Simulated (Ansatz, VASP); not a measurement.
# F: VASP beside Ansatz

INCAR

```
SYSTEM = F
PREC     = Accurate       ! precision mode
ENCUT    = 910            ! plane-wave cutoff, eV
EDIFF    = 1E-6           ! SCF threshold, eV
ISMEAR   = 0              ! smearing method
SIGMA    = 0.05           ! smearing width, eV
LREAL    = .FALSE.        ! projectors in reciprocal space
LASPH    = .TRUE.         ! aspherical terms in the spheres
NELM     = 120            ! most SCF steps
ALGO     = Normal         ! electronic algorithm
ISIF     = 2              ! what is computed and relaxed
LWAVE    = .FALSE.        ! write WAVECAR
LCHARG   = .FALSE.        ! write CHGCAR
GGA      = PS             ! functional
NBANDS   = 22             ! bands
GGA_COMPAT= .FALSE.
```

File KPOINTS:

```
Automatic mesh
0
G
  4 4 2
  0 0 0
```

The input POSCAR:

```
F
1.0
    3.0675310175     -1.7915000592     -0.2365944552
    3.0675310175      1.7915000592     -0.2365944552
   -2.2980230344      0.0000000000      7.1709350950
F
4
Direct
    0.0848459664      0.0848459664      0.0940038325
    0.9151540336      0.9151540336      0.9059961675
    0.5015719855      0.5015719855      0.5937195244
    0.4984280145      0.4984280145      0.4062804756
```

Input for Ansatz:

```yaml
crystal:
  lattice:
    - [3.0675310175, -1.7915000592, -0.2365944552]
    - [3.0675310175, 1.7915000592, -0.2365944552]
    - [-2.2980230344, 0.0, 7.170935095]
  atoms:
    - { symbol: F, position: [0.0848459664, 0.0848459664, 0.0940038325] }
    - { symbol: F, position: [0.9151540336, 0.9151540336, 0.9059961675] }
    - { symbol: F, position: [0.5015719855, 0.5015719855, 0.5937195244] }
    - { symbol: F, position: [0.4984280145, 0.4984280145, 0.4062804756] }
basis:
  ecutwfc: 520.0
kpoints:
  mp_grid: { grid: [4, 4, 2] }
hamiltonian:
  xc: pbesol
scf:
  occupations: { method: gaussian, width: 0.05 }
output:
  forces: true
  stress: true
  eigenvalues: true
```

Change from the starting cell: volume 19.217 Å^3 an atom, stretch along a over the lengths across it, relative to the relaxed cell 0.9841.

Alike in both runs: task single point; functional PBEsol; k mesh 4 × 4 × 2; occupations gaussian, width 0.05 eV; no spin polarisation.

|  | VASP | Ansatz |
| --- | --- | --- |
| version | VASP 6.6.1 | Ansatz 0.2.0 |
| potentials or method | VASP PAW PBE potentials, release 64 (F_h), cutoff 910 eV | scalar-relativistic, plane waves, PAW |
| valence electrons in the cell | 28 | 28 |

```tsv
	VASP	Ansatz	Ansatz less VASP
gap on the k mesh at the Fermi level (eV)	3.03	3.03	+0.003
least direct gap on the mesh (eV)	3.11	3.11	+0.002
rms of the force components (eV/Å)	0.077	0.094	+0.0174
```

VASP's potentials were made for PBE, not for PBEsol. Atom by atom the forces differ by 0.017 eV/Å (rms over components).

The k mesh is coarse, so the values compare programs but aren't converged. Noted on VASP's run: the cutoff is short for stress, so the pressure is rough.
